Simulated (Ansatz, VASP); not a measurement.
Two plane-wave programs on AlN

```
Al N
1.0
     0.00000    2.04735    2.04735
     2.04735    0.00000    2.04735
     2.04735    2.04735    0.00000
Al N
1 1
Direct
  0.50000 0.50000 0.50000
  0.00000 0.00000 0.00000
```

Alike in both runs: functional RPBE; k mesh 10 × 10 × 10; occupations gaussian, width 0.02 eV; no spin polarisation.

Ansatz relaxed the structure, and its values are those at the end. VASP's run is a single point on that final structure, the one shown.

|  | VASP | Ansatz |
| --- | --- | --- |
| version | VASP 6.6.1 | Ansatz 0.2.0 |
| potentials or method | VASP PAW PBE potentials, release 64 (Al, N), cutoff 600 eV | scalar-relativistic, plane waves, PAW |
| valence electrons in the cell | 8 | 8 |

VASP gave:

```
gap on the k mesh at the Fermi level (eV) : 4.36
least direct gap on the mesh (eV)         : 5.16
pressure (GPa)                            : -0.7
```

**Question.** Which values does Ansatz return?

**Answer.** gap on the k mesh at the Fermi level (eV): 4.39; least direct gap on the mesh (eV): 5.15; pressure (GPa): 0.0.

VASP's potentials were made for PBE, not for RPBE.
